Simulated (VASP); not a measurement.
# AlN (F-43m) in VASP: notebook

The runs below take AlN through single point, with PBE.

All numbers are computed with VASP 6.6.1; they aren't measurements. Logs are shortened: lines on timing, memory, paths and dates and some standing lists are left out, and cuts for length are marked.

## 1. The cell of the first run

Symmetry: F-43m, No. 216, cubic system. The conventional cell has a = 4.279 Å, b = 4.279 Å, c = 4.279 Å, α = 90.00°, β = 90.00°, γ = 90.00°. Within 2.5 Å of Al (site symmetry -43m) lie 4 N at 1.85 Å. Within 2.5 Å of N (site symmetry -43m) lie 4 Al at 1.85 Å.

## 2. Single point, PBE (volume scaled by 0.94)

File INCAR:

```
ALGO     = Normal         # electronic algorithm
EDIFF    = 1E-6           # SCF threshold, eV
ENCUT    = 520            # plane-wave cutoff, eV
GGA      = PE             # functional
ISIF     = 2              # what is computed and relaxed
ISMEAR   = -1             # smearing method
LASPH    = True           # aspherical terms in the spheres
LCHARG   = False          # write CHGCAR
LREAL    = False          # projectors in reciprocal space
LWAVE    = False          # write WAVECAR
NBANDS   = 11             # bands
NELM     = 100            # most SCF steps
PREC     = Accurate       # precision mode
SIGMA    = 0.05           # smearing width, eV
```

File KPOINTS:

```
k-points
0
Gamma
  10 10 10
```

File POSCAR:

```
AlN
1.0
    0.0000000000      2.1394097525      2.1394097525
    2.1394097525      0.0000000000      2.1394097525
    2.1394097525      2.1394097525      0.0000000000
Al N
1 1
Direct
    0.0000000000      0.0000000000      0.0000000000
    0.2500000000      0.2500000000      0.2500000000
```

Potentials or basis: VASP PAW PBE potentials, release 64 (Al, N).

The run is started by

```console
> cat potpaw_PBE.64/Al/POTCAR potpaw_PBE.64/N/POTCAR > POTCAR
> mpirun -np 1 vasp_std > vasp.out
```

OUTCAR:

```text
EDIFF = 1E-6
   ENCUT = 520
   GGA = PE
   ISIF = 2
   ISMEAR = -1
   LASPH = True
   LREAL = False
   NELM = 100
   PREC = Accurate

 ion  position               nearest neighbor table
   1  0.000  0.000  0.000-   2 1.85   2 1.85   2 1.85   2 1.85
   2  0.250  0.250  0.250-   1 1.85   1 1.85   1 1.85   1 1.85

  LATTYP: Found a face centered cubic cell.
 ALAT       =     4.2788195050

  Lattice vectors:

 A1 = (   0.0000000000,   2.1394097525,   2.1394097525)
 A2 = (   2.1394097525,   0.0000000000,   2.1394097525)
 A3 = (   2.1394097525,   2.1394097525,   0.0000000000)

Analysis of symmetry for initial positions (statically):
=====================================================================
 Subroutine PRICEL returns:
 Original cell was already a primitive cell.

 Routine SETGRP: Setting up the symmetry group for a
 face centered cubic supercell.

 Subroutine GETGRP returns: Found 24 space group operations
 (whereof 24 operations were pure point group operations)
 out of a pool of 48 trial point group operations.

The static configuration has the point symmetry T_d .

Analysis of symmetry for dynamics (positions and initial velocities):
=====================================================================
 Subroutine PRICEL returns:
 Original cell was already a primitive cell.

 Routine SETGRP: Setting up the symmetry group for a
 face centered cubic supercell.

 Subroutine GETGRP returns: Found 24 space group operations
 (whereof 24 operations were pure point group operations)
 out of a pool of 48 trial point group operations.

The dynamic configuration has the point symmetry T_d .

 Subroutine INISYM returns: Found 24 space group operations
 (whereof 24 operations are pure point group operations),
 and found     1 'primitive' translations

----------------------------------------------------------------------------------------

                                     Primitive cell

  volume of cell :      19.5845

  direct lattice vectors                    reciprocal lattice vectors
     0.000000000  2.139409753  2.139409753    -0.233709321  0.233709321  0.233709321
     2.139409753  0.000000000  2.139409753     0.233709321 -0.233709321  0.233709321
     2.139409753  2.139409753  0.000000000     0.233709321  0.233709321 -0.233709321

  length of vectors
     3.025582287  3.025582287  3.025582287     0.404796418  0.404796418  0.404796418

[... 86 lines left out ...]
   ISIF   =      2    stress and relaxation
   ISYM   =      2    0-nonsym 1-usesym 2-fastsym
   POTIM  = 0.5000    time-step for ionic-motion
   TEBEG  =    0.0;   TEEND  =   0.0 temperature during run
   PSTRESS=    0.0 pullay stress
   NELECT =       8.0000    total number of electrons
   NUPDOWN=      -1.0000    fix difference up-down
   EMIN   =  10.00;   EMAX   =-10.00  energy-range for DOS
   EFERMI =   0.00;   METHOD = LEGACY
   ISMEAR =    -1;   SIGMA  =   0.05  broadening in eV -4-tet -1-fermi 0-gaus
   EFERMI_NEDOS =   21; number of points for ismear=-14 and -15
   IALGO  =     38    algorithm
   IMIX   =      4    mixing-type and parameters
     AMIX     =   0.40;   BMIX     =  1.00
     AMIX_MAG =   1.60;   BMIX_MAG =  1.00
  volume/ion in A,a.u.               =       9.79        66.08
  Fermi-wavevector in a.u.,A,eV,Ry     =   1.214696  2.295442 20.075204  1.475486
  Thomas-Fermi vector in A             =   2.350107
   LORBIT       =      0    0 simple, 1 ext, 2 COOP (PROOUT), +10 PAW based schemes
   GGA     = PE    functional components
   LHFCALC =     F    Hartree Fock is set to
   AEXX    =    0.0000 exact exchange contribution
   IVDW    =     0    specifies the selected vdW correction
   LEPSILON=     F    determine dielectric tensor
   LRPA    =     F    only Hartree local field effects (RPA)
 non-spin polarized calculation
  energy-cutoff  :      520.00
  volume of cell :       19.58
 maximum number of plane-waves:       544
   NGX = 11   NGY = 11   NGZ = 11

 number of electron       7.9999998 magnetization

 Free energy of the ion-electron system (eV)
  ---------------------------------------------------
  ext. energy  EPLUGINS =         0.00000000
  ---------------------------------------------------
  free energy    TOTEN  =       -14.74908736 eV

  energy without entropy =      -14.74908736  energy(sigma->0) =      -14.74908736

 E-fermi :   7.6903     XC(G=0): -11.2067

 val. band max:        6.5689898816   @ k =   0.0000   0.0000   0.0000
 cond. band min:       9.9161828692   @ k =   0.5000   0.5000   0.0000
 fundamental gap:      3.3471929877
 Fermi energy:         7.6903055467

 k-point     1 :       0.0000    0.0000    0.0000
  band No.  band energies     occupation
      1      -8.7791      2.00000
      2       6.5690      2.00000
      3       6.5690      2.00000
      4       6.5690      2.00000
      5      11.3248      0.00000
      6      19.7552      0.00000
      7      19.7552      0.00000
      8      19.7552      0.00000
      9      24.7606      0.00000
     10      24.7606      0.00000
     11      26.2896      0.00000
[... 309 lines left out ...]
 k-point    24 :       0.4000    0.3000    0.0000
  band No.  band energies     occupation
      1      -6.5995      2.00000
      2       2.2920      2.00000
      3       4.8028      2.00000
      4       5.1160      2.00000
      5      11.6215      0.00000
      6      16.5143      0.00000
      7      19.6002      0.00000
      8      21.8507      0.00000
      9      22.4132      0.00000
     10      28.6080      0.00000
     11      31.2014      0.00000

 [... further k-points ...]

------------------------ aborting loop because EDIFF is reached ----------------------------------------

  FORCE on cell =-STRESS in cart. coord.  units (eV):
  Direction    XX          YY          ZZ          XY          YZ          ZX
  --------------------------------------------------------------------------------------
  -------------------------------------------------------------------------------------
  Total        2.3646740      2.3646740      2.3646740      0.0000000      0.0000000      0.0000000
  in kB      193.4505383    193.4505383    193.4505383      0.0000000      0.0000000      0.0000000
  external PRESSURE =     193.4505383 kB  Pullay stress =       0.0000000 kB

 VOLUME and BASIS-vectors are now :
 -----------------------------------------------------------------------------
  energy-cutoff  :      520.00
  volume of cell :       19.58
      direct lattice vectors                 reciprocal lattice vectors
     0.000000000  2.139409753  2.139409753    -0.233709321  0.233709321  0.233709321
     2.139409753  0.000000000  2.139409753     0.233709321 -0.233709321  0.233709321
     2.139409753  2.139409753  0.000000000     0.233709321  0.233709321 -0.233709321

 POSITION                                       TOTAL-FORCE (eV/Angst)
 -----------------------------------------------------------------------------------
      0.00000      0.00000      0.00000        -0.000000     -0.000000     -0.000000
      1.06970      1.06970      1.06970         0.000000      0.000000      0.000000
 -----------------------------------------------------------------------------------
    total drift:                                0.000000      0.000000      0.000000

  FREE ENERGIE OF THE ION-ELECTRON SYSTEM (eV)
  ---------------------------------------------------
  free  energy   TOTEN  =       -14.7490873580 eV

  energy  without entropy=      -14.7490873580  energy(sigma->0) =      -14.74908736
```

OSZICAR:

```text
N       E                     dE             d eps       ncg     rms          rms(c)
DAV:   1     0.102310130633E+02    0.10231E+02   -0.38504E+03  1074   0.602E+02
DAV:   2    -0.164511881821E+02   -0.26682E+02   -0.25790E+02  1239   0.139E+02
DAV:   3    -0.172523221376E+02   -0.80113E+00   -0.79994E+00  1271   0.225E+01
DAV:   4    -0.172564770699E+02   -0.41549E-02   -0.41546E-02  1172   0.176E+00
DAV:   5    -0.172565261712E+02   -0.49101E-04   -0.49101E-04  1259   0.182E-01    0.894E+00
DAV:   6    -0.147662058977E+02    0.24903E+01   -0.11692E+01  1223   0.175E+01    0.292E+00
DAV:   7    -0.147555936207E+02    0.10612E-01   -0.20925E-01  1166   0.341E+00    0.215E+00
DAV:   8    -0.147503009099E+02    0.52927E-02   -0.26153E-02  1142   0.153E+00    0.566E-01
DAV:   9    -0.147490343613E+02    0.12665E-02   -0.36411E-03  1235   0.360E-01    0.234E-01
DAV:  10    -0.147490731603E+02   -0.38799E-04   -0.33264E-04  1148   0.120E-01    0.312E-02
DAV:  11    -0.147490872758E+02   -0.14116E-04   -0.12879E-05  1196   0.275E-02    0.138E-02
DAV:  12    -0.147490873580E+02   -0.82255E-07   -0.14778E-07   739   0.330E-03
   1 F= -.14749087E+02 E0= -.14749087E+02  d E =-.935987E-11
```

stdout:

```text
POSCAR found type information on POSCAR AlN
 POSCAR found :  2 types and       2 ions
 scaLAPACK will be used
 LDA part: xc-table for (Slater+PW92), standard interpolation
 POSCAR, INCAR and KPOINTS ok, starting setup
 FFT: planning ... GRIDC
 FFT: planning ... GRID_SOFT
 FFT: planning ... GRID
 WAVECAR not read
 entering main loop
```

Run time: 6.1 s. Hardware: 1 thread of Intel Xeon 6975P-C, shared host; peak memory 0.13 GiB.

What came out:

```
Free energy            : -14.7491 eV
Pressure               : 19.3 GPa
Band gap on the k mesh : 3.35 eV, indirect (least direct gap 4.76 eV)
```

Levels at points of the mesh, in eV from the valence-band top:
| k point | band 1 | band 2 | band 3 | band 4 | band 5 | band 6 | band 7 | band 8 |
| --- | --- | --- | --- | --- | --- | --- | --- | --- |
| (0.00, 0.00, 0.00) | -15.35 | 0.00 | 0.00 | 0.00 | 4.76 | 13.19 | 13.19 | 13.19 |
| (0.50, 0.00, 0.00) | -13.11 | -6.12 | -0.49 | -0.49 | 7.95 | 10.29 | 11.54 | 11.54 |
| (0.50, 0.50, 0.00) | -12.42 | -5.10 | -1.84 | -1.84 | 3.35 | 8.99 | 14.83 | 16.52 |

 A k mesh can miss the band edges.

## 3. Single point, PBE (volume scaled by 0.96)

File INCAR:

```
PREC = Accurate
ENCUT = 520
EDIFF = 1E-6
ISMEAR = -1
SIGMA = 0.05
LREAL = F
LASPH = T
NELM = 60
ALGO = Normal
ISIF = 2
LWAVE = F
LCHARG = F
GGA = PE
NBANDS = 11
```

File KPOINTS:

```
Automatic mesh
0
Gamma
  10 10 10
```

File POSCAR:

```
AlN
1.0
    0.0000000000      2.1544765148      2.1544765148
    2.1544765148      0.0000000000      2.1544765148
    2.1544765148      2.1544765148      0.0000000000
Al N
1 1
Direct
    0.0000000000      0.0000000000      0.0000000000
    0.2500000000      0.2500000000      0.2500000000
```

Potentials or basis: VASP PAW PBE potentials, release 64 (Al, N).

The run is started by

```console
> cat potpaw_PBE.64/Al/POTCAR potpaw_PBE.64/N/POTCAR > POTCAR
> mpirun -np 1 vasp_std > vasp.out
```

Wall time 5.4 s (1 thread of Intel Xeon 6975P-C, shared host); peak memory 0.13 GiB.

It converged, with:

```
Free energy            : -14.7925 eV
Pressure               : 13.9 GPa
Band gap on the k mesh : 3.34 eV, indirect (least direct gap 4.56 eV)
```

Levels at points of the mesh, in eV from the valence-band top:
```
           k point  band 2  band 3  band 4  band 5  band 6  band 7
(0.00, 0.00, 0.00)    0.00    0.00    0.00    4.56   12.97   12.97
(0.50, 0.00, 0.00)   -6.03   -0.48   -0.48    7.75   10.15   11.41
(0.50, 0.50, 0.00)   -5.03   -1.82   -1.82    3.34    8.86   14.52
```
